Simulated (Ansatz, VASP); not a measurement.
## Na: VASP beside Ansatz

```
Na
1.0
     6.68083    0.00000    0.00000
     0.00000    6.68083    0.00000
     0.00000    0.00000    6.68083
Na
8
Direct
  0.00000 0.00000 0.00000
  0.50000 0.50000 0.50000
  0.25000 0.00000 0.50000
  0.75000 0.00000 0.50000
  0.50000 0.25000 0.00000
  0.50000 0.75000 0.00000
  0.00000 0.50000 0.25000
  0.00000 0.50000 0.75000
```

Alike in both runs: functional PBE; k mesh 4 × 4 × 4; occupations fermi-dirac, width 0.1 eV; no spin polarisation.

Ansatz relaxed the structure, and its values are those at the end. VASP's run is a single point on that final structure, the one shown.

|  | VASP | Ansatz |
| --- | --- | --- |
| version | VASP 6.6.1 | Ansatz 0.2.0 |
| potentials or method | VASP PAW PBE potentials, release 64 (Na_pv), cutoff 520 eV | plane waves (420 eV) with PAW, scalar-relativistic |
| valence electrons in the cell | 56 | 72 |

|  | VASP | Ansatz | Ansatz less VASP |
| --- | --- | --- | --- |
| pressure (GPa) | 0.0 | 0.0 | 0.00 |

The functional is the same, so the differences come from potentials, cutoffs and numerics. VASP's potentials hold 56 valence electrons a cell and Ansatz's 72, so a difference there can come from the potentials and not from the codes.
